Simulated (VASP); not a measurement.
# InGa3P4 in VASP: further runs, part 2 of 2

VASP 6.6.1. Earlier steps stand in the parts before.

### 6 Single point, r2SCAN

POSCAR

```
InGa3P4
1.0
    5.6208980000      0.0000000000      0.0000000000
    0.0000000000      5.6208980000      0.0000000000
    0.0000000000      0.0000000000      5.6208980000
In Ga P
1 3 4
Direct
    0.5000000000      0.5000000000      0.5000000000
    0.0000000000      0.0000000000      0.5000000000
    0.0000000000      0.5000000000      0.0000000000
    0.5000000000      0.0000000000      0.0000000000
    0.7600130000      0.7600130000      0.7600130000
    0.7600130000      0.2399870000      0.2399870000
    0.2399870000      0.7600130000      0.2399870000
    0.2399870000      0.2399870000      0.7600130000
```

INCAR.step1

```
SYSTEM = InGa3P4
ALGO = Normal ; EDIFF = 1E-4
ENCUT = 520 ; GGA = PE
ISMEAR = 0 ; LASPH = .TRUE.
LCHARG = .FALSE. ; LREAL = .FALSE.
LWAVE = .TRUE. ; NBANDS = 46
NELM = 60 ; PREC = Accurate
SIGMA = 0.02
```

INCAR.step2

```
SYSTEM = InGa3P4
ALGO = Normal ; EDIFF = 1E-6
ENCUT = 520 ; ISIF = 2
ISMEAR = 0 ; ISTART = 1
LASPH = .TRUE. ; LCHARG = .TRUE.
LELF = .TRUE. ; LMIXTAU = .TRUE.
LREAL = .FALSE. ; LVHAR = .TRUE.
LWAVE = .FALSE. ; METAGGA = R2SCAN
NBANDS = 46 ; NELM = 60
PREC = Accurate ; SIGMA = 0.02
```

KPOINTS

```
k-points
0
G
  6 6 6
  0 0 0
```

Potentials or basis: VASP PAW PBE potentials, release 64 (In_d, Ga_d, P).

Command:

```bash
$ cat potpaw_PBE.64/In_d/POTCAR potpaw_PBE.64/Ga_d/POTCAR potpaw_PBE.64/P/POTCAR > POTCAR
$ cp INCAR.step1 INCAR
$ mpirun -np 1 vasp_std > vasp.out
$ cp INCAR.step2 INCAR
$ mpirun -np 1 vasp_std > vasp.out
```

Wall time 3.8 min (1 thread of Intel Xeon 6975P-C (Granite Rapids), shared host); peak memory 0.37 GiB.

The run converged. Its results:

```
Free energy            : -96.4567 eV
Pressure               : -2.3 GPa
Largest force          : 0.009 eV/Å
Band gap on the k mesh : 1.45 eV, direct
```

Forces in eV/Å, atoms in the order of the input:
```
In   0.000  0.000  0.000
Ga   0.000  0.000  0.000
Ga   0.000  0.000  0.000
Ga   0.000  0.000  0.000
P   -0.005 -0.005 -0.005
P   -0.005  0.005  0.005
P    0.005 -0.005  0.005
P    0.005  0.005 -0.005
```

Levels at points of the mesh, in eV from the valence-band top:
```tsv
k point	band 32	band 33	band 34	band 35	band 36	band 37	band 38	band 39	band 40	band 41
(0.00, 0.00, 0.00)	-2.52	-2.52	0.00	0.00	0.00	1.45	2.01	2.01	2.01	2.27
(0.50, 0.00, 0.00)	-3.25	-1.77	-1.77	-1.37	-1.37	2.51	2.53	3.73	3.99	4.86
(0.50, 0.50, 0.00)	-3.13	-1.50	-1.16	-0.96	-0.96	3.08	3.08	3.66	3.72	5.46
(0.50, 0.50, 0.50)	-1.18	-1.18	-0.79	-0.79	-0.79	1.68	1.68	1.68	2.30	4.82
```

Caveat: the PAW data sets were made with another functional, which shifts forces and pressure a little; spin-orbit coupling is left out, which moves the levels of the heavy elements. r2SCAN opens gaps a little over a GGA but as a rule still falls short of measured ones.

### 7 Single point, PBE

INCAR

```
  ALGO = Normal
  EDIFF = 1E-6
  ENCUT = 520
  GGA = PE
  ISIF = 2
  ISMEAR = 0
  LASPH = T
  LCHARG = F
  LREAL = F
  LWAVE = F
  NBANDS = 46
  NELM = 100
  PREC = Accurate
  SIGMA = 0.1
```

KPOINTS

```
k-points
0
Gamma
  4 4 4
```

POSCAR

```
InGa3P4
1.0
    5.6203259037      0.0000365461      0.0003539055
    0.0000374522      5.6202221292      0.0000023524
    0.0003550702      0.0000015242      5.6202948279
In Ga P
1 3 4
Direct
    0.5000242511      0.5000481895      0.5000582229
   -0.0000232985      0.0000087181      0.4999465801
    0.0000206288      0.4999753975      0.0000288536
    0.4999781968      0.0000143976     -0.0000313365
    0.7600533118      0.7600163136      0.7600399707
    0.7599667234      0.2399853469      0.2399809767
    0.2400134658      0.7599879372      0.2399940577
    0.2399667209      0.2399636995      0.7599826747
```

Potentials or basis: VASP PAW PBE potentials, release 64 (In_d, Ga_d, P).

Command:

```bash
$ cat potpaw_PBE.64/In_d/POTCAR potpaw_PBE.64/Ga_d/POTCAR potpaw_PBE.64/P/POTCAR > POTCAR
$ mpirun -np 1 vasp_std > vasp.out
```

OUTCAR:

```text
EDIFF = 1E-6
   ENCUT = 520
   GGA = PE
   ISIF = 2
   ISMEAR = 0
   LASPH = T
   LREAL = F
   NELM = 100
   PREC = Accurate

 ion  position               nearest neighbor table
   1  0.500  0.500  0.500-   5 2.53   8 2.53   7 2.53   6 2.53
   2  1.000  0.000  0.500-   7 2.40   6 2.40   5 2.40   8 2.40
   3  0.000  0.500  0.000-   6 2.40   8 2.40   7 2.40   5 2.40
   4  0.500  0.000  1.000-   5 2.40   8 2.40   7 2.40   6 2.40
   5  0.760  0.760  0.760-   4 2.40   2 2.40   3 2.40   1 2.53
   6  0.760  0.240  0.240-   3 2.40   2 2.40   4 2.40   1 2.53
   7  0.240  0.760  0.240-   2 2.40   4 2.40   3 2.40   1 2.53
   8  0.240  0.240  0.760-   3 2.40   4 2.40   2 2.40   1 2.53

  LATTYP: Found a simple monoclinic cell.
 ALAT       =     5.6202948391
 B/A-ratio  =     0.9999870630
 C/A-ratio  =     1.4141282709
 COS(beta)  =    -0.7070602254

  Lattice vectors:

 A1 = (   0.0003550702,   0.0000015242,   5.6202948279)
 A2 = (  -0.0000374522,  -5.6202221292,  -0.0000023524)
 A3 = (   5.6199708335,   0.0000350219,  -5.6199409224)

Analysis of symmetry for initial positions (statically):
[... 187 lines left out ...]

 val. band max:        4.4799659740   @ k =   0.0000   0.0000   0.0000
 cond. band min:       5.5220002138   @ k =   0.0000   0.0000   0.0000
 fundamental gap:      1.0420342398
 Fermi energy:         4.9646131243

 k-point     1 :       0.0000    0.0000    0.0000
  band No.  band energies     occupation
      1     -10.1298      2.00000
      2     -10.1297      2.00000
      3     -10.1297      2.00000
      4     -10.0428      2.00000
      5     -10.0428      2.00000
      6     -10.0427      2.00000
[... 1165 lines left out ...]
     45       9.9914      0.00000
     46      10.2017      0.00000

 [... further k-points ...]
[... 5 lines left out ...]
  --------------------------------------------------------------------------------------
  -------------------------------------------------------------------------------------
  Total       -0.0271533     -0.0259015     -0.0268257     -0.0004494      0.0001421     -0.0066491
  in kB       -0.2450524     -0.2337557     -0.2420960     -0.0040557      0.0012822     -0.0600069
  external PRESSURE =      -0.2403014 kB  Pullay stress =       0.0000000 kB

 VOLUME and BASIS-vectors are now :
 -----------------------------------------------------------------------------
  energy-cutoff  :      520.00
  volume of cell :      177.53
      direct lattice vectors                 reciprocal lattice vectors
     5.620325904  0.000036546  0.000353906     0.177925626 -0.000001186 -0.000011241
     0.000037452  5.620222129  0.000002352    -0.000001157  0.177928910 -0.000000048
     0.000355070  0.000001524  5.620294828    -0.000011204 -0.000000074  0.177926610

 POSITION                                       TOTAL-FORCE (eV/Angst)
 -----------------------------------------------------------------------------------
      2.81050      2.81040      2.81065        -0.000214     -0.000688     -0.000448
      5.62037      0.00009      2.81020         0.000347     -0.000349      0.000598
      0.00013      2.80997      0.00016        -0.000209      0.000393     -0.000359
      2.81040      0.00010      5.62030         0.000185     -0.000499      0.000485
      4.27205      4.27149      4.27192        -0.003238     -0.003152     -0.003293
      4.27135      1.34880      1.34903        -0.002842      0.003446      0.003384
      1.34907      4.27131      1.34892         0.002630     -0.002827      0.002824
      1.34897      1.34866      4.27141         0.003342      0.003677     -0.003191
 -----------------------------------------------------------------------------------
    total drift:                                0.000010      0.000019     -0.000007

  FREE ENERGIE OF THE ION-ELECTRON SYSTEM (eV)
  ---------------------------------------------------
  free  energy   TOTEN  =       -35.6082290987 eV

  energy  without entropy=      -35.6082290987  energy(sigma->0) =      -35.60822910
```

stdout:

```text
POSCAR found type information on POSCAR InGaP
 POSCAR found :  3 types and       8 ions
 scaLAPACK will be used
 LDA part: xc-table for (Slater+PW92), standard interpolation
 POSCAR, INCAR and KPOINTS ok, starting setup
 FFT: planning ... GRIDC
 FFT: planning ... GRID_SOFT
 FFT: planning ... GRID
 WAVECAR not read
 entering main loop
```

Run time: 2.7 min. Hardware: 1 thread of Intel Xeon 6975P-C (Granite Rapids), shared host; peak memory 0.4 GiB.

What came out:

| Property | Result |
| --- | --- |
| Free energy | -35.6082 eV |
| Pressure | 0.0 GPa |
| Largest force | 0.006 eV/Å |
| Band gap on the k mesh | 1.04 eV, direct |

Forces on the atoms (eV/Å):
```
In   0.000 -0.001  0.000
Ga   0.000  0.000  0.001
Ga   0.000  0.000  0.000
Ga   0.000  0.000  0.000
P   -0.003 -0.003 -0.003
P   -0.003  0.003  0.003
P    0.003 -0.003  0.003
P    0.003  0.004 -0.003
```

Levels at points of the mesh, in eV from the valence-band top:
```
           k point  band 34  band 35  band 36  band 37  band 38  band 39
(0.00, 0.00, 0.00)     0.00     0.00     0.00     1.04     1.76     1.76
(0.50, 0.00, 0.00)    -1.70    -1.32    -1.32     2.23     2.27     3.36
(0.00, 0.50, 0.00)    -1.70    -1.32    -1.32     2.23     2.27     3.36
(0.50, 0.50, 0.00)    -1.10    -0.92    -0.92     2.75     2.75     3.30
(0.00, 0.00, 0.50)    -1.70    -1.32    -1.32     2.23     2.27     3.36
(0.50, 0.00, 0.50)    -1.10    -0.93    -0.92     2.74     2.75     3.30
(0.00, 0.50, 0.50)    -1.10    -0.92    -0.92     2.75     2.75     3.30
(0.50, 0.50, 0.50)    -0.76    -0.76    -0.76     1.35     1.35     1.35
```

Caveat: spin-orbit coupling is left out, which moves the levels of the heavy elements.

### 8 Overview

```csv
level,cell,k mesh,smearing,gap on the mesh (eV),pressure (GPa),largest force (eV/Å)
PBE,"a = 5.621 Å, 8 atoms",6 × 6 × 6,gaussian 0.02 eV,1.04,0.0,0.01
PBE,"a = 5.677 Å, 8 atoms",6 × 6 × 6,gaussian 0.02 eV,0.86,-2.0,0.01
PBE,"a = 5.731 Å, 8 atoms",6 × 6 × 6,gaussian 0.02 eV,0.68,-3.7,0.02
PBE,"a = 5.802 Å, 8 atoms",6 × 6 × 6,gaussian 0.02 eV,0.44,-5.5,-
r2SCAN,"a = 5.621 Å, 8 atoms",6 × 6 × 6,gaussian 0.02 eV,1.45,-2.3,0.01
PBE,"a = 5.620 Å, 8 atoms",4 × 4 × 4,gaussian 0.1 eV,1.04,0.0,0.01
```

Alike in all rows: task single point; potentials or basis VASP PAW PBE potentials, release 64 (In_d, Ga_d, P); no spin polarisation; cutoff (eV) 520.

On the cell as given the gap runs from 1.04 eV (PBE) to 1.45 eV (r2SCAN); the meshes differ, which moves gaps too. The pressure there spans -2.3 GPa (r2SCAN) to 0.0 GPa (PBE); a positive pressure means that this level wants a larger cell, a negative one a smaller.

Caveats: spin-orbit coupling is left out, which moves the levels of the heavy elements; the PAW data sets were made with another functional, which shifts forces and pressure a little (some runs).

Absolute energies hang on the potentials; compare differences alone.
